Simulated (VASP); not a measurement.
# Si (a cell with a defect) in VASP: further runs

Si (a cell with a defect) is run at these levels: PBEsol; tasks: relaxation of the atoms.

Everything below comes from runs of VASP 6.6.1. Logs are shortened: lines on timing, memory, paths and dates and some standing lists are left out, and cuts for length are marked.

### 1 The cell of the first run

The cell holds a defect, 17 atoms: a = 7.679 Å, b = 7.679 Å, c = 7.679 Å, α = 60.00°, β = 60.00°, γ = 60.00°.

### 2 Relaxation of the atoms, PBEsol

The input, INCAR:

```
SYSTEM = Si
PREC = Accurate ; ENCUT = 520
EDIFF = 1E-6 ; ISMEAR = 0
SIGMA = 0.05 ; LREAL = Auto
LASPH = .True. ; NELM = 60
ALGO = Normal ; ISIF = 2
LWAVE = .False. ; LCHARG = .False.
GGA = PS ; IBRION = 2
NSW = 80 ; EDIFFG = -0.03
```

The input, KPOINTS:

```
Automatic mesh
0
Gamma
  2 2 2
  0 0 0
```

The input, POSCAR:

```
Si
1.0
    0.0000000000      5.4300000000      5.4300000000
    5.4300000000      0.0000000000      5.4300000000
    5.4300000000      5.4300000000      0.0000000000
Si
17
Direct
    0.0000000000      0.0000000000      0.0000000000
    0.1250000000      0.1250000000      0.1250000000
    0.0000000000      0.0000000000      0.5000000000
    0.1250000000      0.1250000000      0.6250000000
    0.0000000000      0.5000000000      0.0000000000
    0.1250000000      0.6250000000      0.1250000000
    0.0000000000      0.5000000000      0.5000000000
    0.1250000000      0.6250000000      0.6250000000
    0.5000000000      0.0000000000      0.0000000000
    0.6250000000      0.1250000000      0.1250000000
    0.5000000000      0.0000000000      0.5000000000
    0.6250000000      0.1250000000      0.6250000000
    0.5000000000      0.5000000000      0.0000000000
    0.6250000000      0.6250000000      0.1250000000
    0.5000000000      0.5000000000      0.5000000000
    0.6250000000      0.6250000000      0.6250000000
    0.3861035200      0.3721535500      0.3637511300
```

Potentials or basis: VASP PAW PBE potentials, release 64 (Si).

The run is started by

```console
> cat potpaw_PBE.64/Si/POTCAR > POTCAR
> mpirun -np 1 vasp_std > vasp.out
```

OUTCAR:

```text
SYSTEM = Si
   PREC = Accurate
   ENCUT = 520
   EDIFF = 1E-6
   ISMEAR = 0
   LREAL = Auto
   LASPH = .True.
   NELM = 60
   ISIF = 2
   GGA = PS
   IBRION = 2
   NSW = 80
   EDIFFG = -0.03

 ion  position               nearest neighbor table
   1  0.000  0.000  0.000-   2 2.35   4 2.35   6 2.35  10 2.35
   2  0.125  0.125  0.125-   1 2.35   3 2.35   5 2.35   9 2.35
   3  0.000  0.000  0.500-   2 2.35   4 2.35   8 2.35  12 2.35
   4  0.125  0.125  0.625-   1 2.35   3 2.35   7 2.35  11 2.35  17 2.76
   5  0.000  0.500  0.000-   2 2.35   6 2.35   8 2.35  14 2.35
   6  0.125  0.625  0.125-   1 2.35   5 2.35   7 2.35  13 2.35  17 2.72
   7  0.000  0.500  0.500-   4 2.35   6 2.35   8 2.35  16 2.35  17 2.42
   8  0.125  0.625  0.625-   3 2.35   5 2.35   7 2.35  15 2.35  17 2.79
   9  0.500  0.000  0.000-   2 2.35  10 2.35  12 2.35  14 2.35
  10  0.625  0.125  0.125-   1 2.35   9 2.35  11 2.35  13 2.35  17 2.64
  11  0.500  0.000  0.500-  17 2.34  10 2.35  12 2.35  16 2.35   4 2.35
  12  0.625  0.125  0.625-   3 2.35   9 2.35  11 2.35  15 2.35  17 2.72
  13  0.500  0.500  0.000-  17 2.28  10 2.35  14 2.35  16 2.35   6 2.35
  14  0.625  0.625  0.125-   5 2.35   9 2.35  13 2.35  15 2.35  17 2.67
  15  0.500  0.500  0.500-   8 2.35  12 2.35  14 2.35  16 2.35  17 2.37
  16  0.625  0.625  0.625-   7 2.35  11 2.35  13 2.35  15 2.35
  17  0.386  0.372  0.364-  13 2.28  11 2.34  15 2.37   7 2.42  10 2.64  14 2.67   6 2.72  12 2.72
                             4 2.76   8 2.79

  LATTYP: Found a face centered cubic cell.
 ALAT       =    10.8600000000

  Lattice vectors:

 A1 = (   0.0000000000,   5.4300000000,   5.4300000000)
 A2 = (   5.4300000000,   0.0000000000,   5.4300000000)
 A3 = (   5.4300000000,   5.4300000000,   0.0000000000)

Analysis of symmetry for initial positions (statically):
=====================================================================
 Subroutine PRICEL returns:
 Original cell was already a primitive cell.

 Routine SETGRP: Setting up the symmetry group for a
 face centered cubic supercell.

 Subroutine GETGRP returns: Found  1 space group operations
 (whereof  1 operations were pure point group operations)
 out of a pool of 48 trial point group operations.

The static configuration has the point symmetry C_1 .

Analysis of symmetry for dynamics (positions and initial velocities):
=====================================================================
 Subroutine PRICEL returns:
 Original cell was already a primitive cell.

 Routine SETGRP: Setting up the symmetry group for a
 face centered cubic supercell.

 Subroutine GETGRP returns: Found  1 space group operations
 (whereof  1 operations were pure point group operations)
 out of a pool of 48 trial point group operations.

The dynamic configuration has the point symmetry C_1 .

 Subroutine INISYM returns: Found  1 space group operations
 (whereof  1 operations are pure point group operations),
 and found     1 'primitive' translations

----------------------------------------------------------------------------------------

                                     Primitive cell

  volume of cell :     320.2060

  direct lattice vectors                    reciprocal lattice vectors
     0.000000000  5.430000000  5.430000000    -0.092081031  0.092081031  0.092081031
     5.430000000  0.000000000  5.430000000     0.092081031 -0.092081031  0.092081031
     5.430000000  5.430000000  0.000000000     0.092081031  0.092081031 -0.092081031

  length of vectors
     7.679179644  7.679179644  7.679179644     0.159489025  0.159489025  0.159489025

  position of ions in fractional coordinates (direct lattice)
     0.000000000  0.000000000  0.000000000
     0.125000000  0.125000000  0.125000000
     0.000000000  0.000000000  0.500000000
     0.125000000  0.125000000  0.625000000
     0.000000000  0.500000000  0.000000000
     0.125000000  0.625000000  0.125000000
[... 9 lines left out ...]
     0.625000000  0.625000000  0.625000000
     0.386103520  0.372153550  0.363751130

  ion indices of the primitive-cell ions
   primitive index   ion index
                 1           1
                 2           2
                 3           3
                 4           4
                 5           5
                 6           6
[... 9 lines left out ...]
                16          16
                17          17

----------------------------------------------------------------------------------------

 KPOINTS: Automatic mesh

Automatic generation of k-mesh.
 Grid dimensions read from file:
 generate k-points for:    2    2    2

 Generating k-lattice:

  Cartesian coordinates                     Fractional coordinates (reciprocal lattice)
    -0.046040516  0.046040516  0.046040516     0.500000000  0.000000000  0.000000000
     0.046040516 -0.046040516  0.046040516     0.000000000  0.500000000  0.000000000
     0.046040516  0.046040516 -0.046040516     0.000000000  0.000000000  0.500000000

  Length of vectors
     0.079744512  0.079744512  0.079744512

  Shift w.r.t. Gamma in fractional coordinates (k-lattice)
     0.000000000  0.000000000  0.000000000

 Subroutine IBZKPT returns following result:
 ===========================================

 Found      8 irreducible k-points:

 Following reciprocal coordinates:
            Coordinates               Weight
  0.000000  0.000000  0.000000      1.000000
  0.500000  0.000000  0.000000      1.000000
  0.000000  0.500000  0.000000      1.000000
  0.000000  0.000000  0.500000      1.000000
  0.500000  0.500000  0.500000      1.000000
  0.500000  0.500000  0.000000      1.000000
  0.000000  0.500000  0.500000      1.000000
  0.500000  0.000000  0.500000      1.000000
   k-points           NKPTS =      8   k-points in BZ     NKDIM =      8   number of bands    NBANDS=     43
   number of dos      NEDOS =    301   number of ions     NIONS =     17
   total plane-waves  NPLWV = 216000
   dimension x,y,z NGX =    60 NGY =   60 NGZ =   60
   dimension x,y,z NGXF=   120 NGYF=  120 NGZF=  120
   ions per type =              17
   NGX,Y,Z   is equivalent  to a cutoff of  12.99, 12.99, 12.99 a.u.
   NGXF,Y,Z  is equivalent  to a cutoff of  25.98, 25.98, 25.98 a.u.
 SYSTEM =  Si
   PREC   = accura    normal or accurate (medium, high low for compatibility)
   ISTART =      0    job   : 0-new  1-cont  2-samecut
   ICHARG =      2    charge: 1-file 2-atom 10-const
   ISPIN  =      1    spin polarized calculation?
   LNONCOLLINEAR =      F non collinear calculations
   LSORBIT =      F    spin-orbit coupling
   LASPH  =      T    aspherical Exc in radial PAW
   ENCUT  =  520.0 eV  38.22 Ry    6.18 a.u.  14.28 14.28 14.28*2*pi/ulx,y,z
   NELM   =     60;   NELMIN=  2; NELMDL= -5     # of ELM steps
   EDIFF  = 0.1E-05   stopping-criterion for ELM
   LREAL  =      T    real-space projection
   EDIFFG = -.3E-01   stopping-criterion for IOM
   NSW    =     80    number of steps for IOM
   IBRION =      2    ionic relax: 0-MD 1-quasi-New 2-CG
   NFREE  =      1    steps in history (QN), initial steepest desc. (CG)
   ISIF   =      2    stress and relaxation
   ISYM   =      2    0-nonsym 1-usesym 2-fastsym
   POTIM  = 0.5000    time-step for ionic-motion
   TEBEG  =    0.0;   TEEND  =   0.0 temperature during run
   PSTRESS=    0.0 pullay stress
   NELECT =      68.0000    total number of electrons
   NUPDOWN=      -1.0000    fix difference up-down
   EMIN   =  10.00;   EMAX   =-10.00  energy-range for DOS
   EFERMI =   0.00;   METHOD = LEGACY
   ISMEAR =     0;   SIGMA  =   0.05  broadening in eV -4-tet -1-fermi 0-gaus
   EFERMI_NEDOS =   21; number of points for ismear=-14 and -15
   IALGO  =     38    algorithm
   IMIX   =      4    mixing-type and parameters
     AMIX     =   0.40;   BMIX     =  1.00
     AMIX_MAG =   1.60;   BMIX_MAG =  1.00
  volume/ion in A,a.u.               =      18.84       127.11
  Fermi-wavevector in a.u.,A,eV,Ry     =   0.976715  1.845724 12.979587  0.953973
  Thomas-Fermi vector in A             =   2.107356
   LORBIT       =      0    0 simple, 1 ext, 2 COOP (PROOUT), +10 PAW based schemes
   GGA     = PS    functional components
   LHFCALC =     F    Hartree Fock is set to
   AEXX    =    0.0000 exact exchange contribution
   IVDW    =     0    specifies the selected vdW correction
   LEPSILON=     F    determine dielectric tensor
   LRPA    =     F    only Hartree local field effects (RPA)
 conjugate gradient relaxation of ions
 non-spin polarized calculation
 Gauss-broadening in eV      SIGMA  =   0.05
  energy-cutoff  :      520.00
  volume of cell :      320.21
 maximum number of plane-waves:      8646
 NGX is ok and might be reduce to    60
   NGX = 29   NGY = 29   NGZ = 29

--------------------------------------- Ionic step        1  -------------------------------------------

 number of electron      68.0000003 magnetization

 Free energy of the ion-electron system (eV)
  ---------------------------------------------------
  ext. energy  EPLUGINS =         0.00000000
  ---------------------------------------------------
  free energy    TOTEN  =       -93.77495943 eV

  energy without entropy =      -93.76533254  energy(sigma->0) =      -93.77014599

------------------------ aborting loop because EDIFF is reached ----------------------------------------

  FORCE on cell =-STRESS in cart. coord.  units (eV):
  Direction    XX          YY          ZZ          XY          YZ          ZX
  --------------------------------------------------------------------------------------
  -------------------------------------------------------------------------------------
  Total        8.0620258      8.0039572      8.0229721      0.5733617     -0.9709171     -0.0647732
  in kB       40.3390143     40.0484631     40.1436060      2.8688630     -4.8580642     -0.3240980
  external PRESSURE =      40.1770278 kB  Pullay stress =       0.0000000 kB
[... 291 lines left out ...]
  energy  without entropy=      -93.9153692316  energy(sigma->0) =      -93.92122957

--------------------------------------- Ionic step        7  -------------------------------------------

 number of electron      68.0000000 magnetization

 Free energy of the ion-electron system (eV)
  ---------------------------------------------------
  ext. energy  EPLUGINS =         0.00000000
  ---------------------------------------------------
  free energy    TOTEN  =       -93.92740355 eV

  energy without entropy =      -93.91573929  energy(sigma->0) =      -93.92157142

 E-fermi :   6.7914     XC(G=0):  -9.8063

 val. band max:        6.5726893858   @ k =   0.0000   0.0000   0.0000
 cond. band min:       6.8122836083   @ k =   0.5000   0.0000   0.5000
 fundamental gap:      0.2395942225
 Fermi energy:         6.7913967591

 k-point     1 :       0.0000    0.0000    0.0000
  band No.  band energies     occupation
      1      -6.3870      2.00000
      2      -3.8331      2.00000
      3      -3.6827      2.00000
      4      -3.6807      2.00000
      5      -3.6789      2.00000
      6      -2.8724      2.00000
[... 401 lines left out ...]
  FREE ENERGIE OF THE ION-ELECTRON SYSTEM (eV)
  ---------------------------------------------------
  free  energy   TOTEN  =       -93.9274035465 eV

  energy  without entropy=      -93.9157392937  energy(sigma->0) =      -93.92157142

 reached required accuracy - stopping structural energy minimisation
```

It took 10 min on 1 thread of Intel Xeon Platinum 8259CL at 2.50GHz (Skylake/Cascade Lake), shared host; peak memory 0.53 GiB.

Results:

- Free energy: -93.9274 eV
- Energy gained by relaxing: 9.0 meV/atom
- Ionic steps: 7
- Pressure after relaxing: 3.5 GPa
- Largest force after relaxing: 0.028 eV/Å
- Band gap on the k mesh: zero (bands 34 and 35 overlap by 0.25 eV)

Forces in eV/Å, atoms in the order of the input:
```
Si   0.002 -0.014 -0.016
Si   0.003  0.002 -0.002
Si   0.004 -0.007 -0.001
Si  -0.005  0.015  0.012
Si   0.012 -0.008 -0.002
Si  -0.016  0.011  0.019
Si   0.004 -0.014 -0.008
Si  -0.012  0.009  0.003
Si  -0.009  0.018  0.014
Si   0.011 -0.008  0.005
Si  -0.025  0.011 -0.002
Si   0.003 -0.012 -0.011
Si  -0.004  0.014 -0.003
Si  -0.008 -0.014 -0.012
Si   0.000  0.015  0.022
Si   0.019 -0.013 -0.008
Si   0.022 -0.006 -0.011
```

Step by step:
```csv
step,energy change (eV),largest force (eV/Å),pressure (GPa)
1,0.0000,1.3748,4.02
2,-0.1439,0.2551,3.51
3,-0.1441,0.2744,3.49
4,-0.1507,0.1161,3.47
5,-0.1507,0.1193,3.47
6,-0.1521,0.0659,3.48
7,-0.1524,0.0278,3.49
```

Final structure:
```
CELL_PARAMETERS angstrom
0.00000 5.43000 5.43000
5.43000 0.00000 5.43000
5.43000 5.43000 0.00000
ATOMIC_POSITIONS crystal
Si 0.00088 0.00051 0.00037
Si 0.12485 0.12505 0.12511
Si 0.00066 0.00034 0.49855
Si 0.12220 0.12179 0.62793
Si 0.00077 0.49837 0.00030
Si 0.12229 0.62805 0.12156
Si 0.99621 0.50127 0.50125
Si 0.12218 0.62799 0.62789
Si 0.49803 0.00066 0.00050
Si 0.62824 0.12196 0.12162
Si 0.50221 0.99296 0.50249
Si 0.62820 0.12181 0.62798
Si 0.50288 0.50318 0.99087
Si 0.62822 0.62810 0.12157
Si 0.50182 0.50192 0.50195
Si 0.62788 0.62420 0.62222
Si 0.37856 0.37400 0.37159
```

Caveat: the k points lie up to 0.50 Å⁻¹ apart; the PAW data sets were made with another functional, which shifts forces and pressure a little.

### 3 Relaxation of the atoms, PBEsol

The input, INCAR:

```
SYSTEM = Si
ALGO = Normal
EDIFF = 1E-6
EDIFFG = -0.03
ENCUT = 520
GGA = PS
IBRION = 2
ISIF = 2
ISMEAR = 0
LASPH = .TRUE.
LCHARG = .FALSE.
LREAL = Auto
LWAVE = .FALSE.
NELM = 60
NSW = 80
PREC = Accurate
SIGMA = 0.05
```

The input, KPOINTS:

```
k-points
0
G
  2 2 2
  0 0 0
```

POSCAR, as its differences from that of step 2:

```diff
@@ -24,2 +24,2 @@
     0.6250000000      0.6250000000      0.6250000000
-    0.3861035200      0.3721535500      0.3637511300
+    0.7420102000      0.2547497000      0.2532842000
```

Potentials or basis: VASP PAW PBE potentials, release 64 (Si).

The run is started by

```console
> cat potpaw_PBE.64/Si/POTCAR > POTCAR
> mpirun -np 1 vasp_std > vasp.out
```

Run time: 12 min. Hardware: 1 thread of Oxide Virtual Turin-like, shared host; peak memory 0.49 GiB.

Results (log left out):

| Item | Value |
| --- | --- |
| Free energy | -93.9279 eV |
| Energy gained by relaxing | 7.6 meV/atom |
| Ionic steps | 7 |
| Pressure after relaxing | 3.5 GPa |
| Largest force after relaxing | 0.021 eV/Å |
| Band gap on the k mesh | zero (bands 34 and 35 overlap by 0.25 eV) |

Forces on the atoms (eV/Å):
```
Si   0.005 -0.006 -0.008
Si  -0.008  0.011  0.012
Si   0.008 -0.005 -0.012
Si  -0.003  0.002  0.003
Si   0.011 -0.012 -0.005
Si  -0.005  0.002  0.003
Si  -0.003  0.002  0.001
Si  -0.001  0.007  0.006
Si  -0.004  0.004  0.004
Si   0.002 -0.011 -0.010
Si  -0.001  0.007  0.007
Si   0.008 -0.006 -0.003
Si   0.002  0.008  0.008
Si   0.005 -0.002 -0.008
Si  -0.007  0.001  0.004
Si   0.007 -0.009 -0.010
Si  -0.016  0.010  0.008
```

The path:
| step | energy change (eV) | largest force (eV/Å) | pressure (GPa) |
| --- | --- | --- | --- |
| 1 | 0.0000 | 1.0462 | 3.99 |
| 2 | -0.1238 | 0.1401 | 3.51 |
| 3 | -0.1247 | 0.1478 | 3.47 |
| 4 | -0.1277 | 0.0780 | 3.47 |
| 5 | -0.1278 | 0.0880 | 3.47 |
| 6 | -0.1285 | 0.0373 | 3.48 |
| 7 | -0.1286 | 0.0209 | 3.48 |

Final structure:
```cif
data_structure
_symmetry_space_group_name_H-M 'P 1'
_symmetry_Int_Tables_number 1
_cell_length_a 7.6792
_cell_length_b 7.6792
_cell_length_c 7.6792
_cell_angle_alpha 60.000
_cell_angle_beta 60.000
_cell_angle_gamma 60.000
_cell_volume 320.21
loop_
_atom_site_label
_atom_site_type_symbol
_atom_site_fract_x
_atom_site_fract_y
_atom_site_fract_z
_atom_site_occupancy
Si1 Si 0.00284 0.99707 0.99706 1
Si2 Si 0.12954 0.12348 0.12349 1
Si3 Si 0.00282 0.99706 0.50312 1
Si4 Si 0.12437 0.12648 0.62461 1
Si5 Si 0.00280 0.50317 0.99703 1
Si6 Si 0.12435 0.62461 0.12652 1
Si7 Si 0.00010 0.49995 0.49996 1
Si8 Si 0.12429 0.62457 0.62455 1
Si9 Si 0.49803 0.00116 0.00080 1
Si10 Si 0.62294 0.12280 0.12281 1
Si11 Si 0.49687 0.99698 0.50312 1
Si12 Si 0.62268 0.12250 0.63226 1
Si13 Si 0.49686 0.50316 0.99696 1
Si14 Si 0.62255 0.63263 0.12240 1
Si15 Si 0.49684 0.50314 0.50311 1
Si16 Si 0.62679 0.62445 0.62442 1
Si17 Si 0.74736 0.25153 0.25107 1
```

Levels at points of the mesh, in eV from the Fermi level:
| k point | band 30 | band 31 | band 32 | band 33 | band 34 | band 35 | band 36 | band 37 | band 38 | band 39 |
| --- | --- | --- | --- | --- | --- | --- | --- | --- | --- | --- |
| (0.00, 0.00, 0.00) | -1.67 | -0.76 | -0.76 | -0.76 | -0.24 | -0.23 | -0.22 | 0.05 | 0.05 | 0.43 |
| (0.50, 0.00, 0.00) | -1.51 | -1.50 | -1.35 | -1.35 | -0.32 | 0.52 | 0.53 | 0.88 | 0.88 | 1.29 |
| (0.00, 0.50, 0.00) | -1.51 | -1.50 | -1.35 | -1.35 | -0.32 | 0.52 | 0.53 | 0.88 | 0.88 | 1.30 |
| (0.00, 0.00, 0.50) | -1.51 | -1.50 | -1.35 | -1.35 | -0.32 | 0.52 | 0.53 | 0.88 | 0.88 | 1.30 |
| (0.50, 0.50, 0.50) | -1.51 | -1.50 | -1.35 | -1.35 | -0.32 | 0.51 | 0.53 | 0.88 | 0.88 | 1.30 |
| (0.50, 0.50, 0.00) | -1.95 | -1.95 | -1.81 | -0.96 | 0.02 | 0.72 | 1.05 | 1.05 | 1.15 | 1.91 |
| (0.00, 0.50, 0.50) | -1.95 | -1.95 | -1.81 | -0.96 | 0.02 | 0.72 | 1.05 | 1.05 | 1.15 | 1.91 |
| (0.50, 0.00, 0.50) | -1.95 | -1.95 | -1.81 | -0.96 | 0.02 | 0.72 | 1.05 | 1.05 | 1.15 | 1.91 |

Caveat: the k points lie up to 0.50 Å⁻¹ apart; the PAW data sets were made with another functional, which shifts forces and pressure a little.
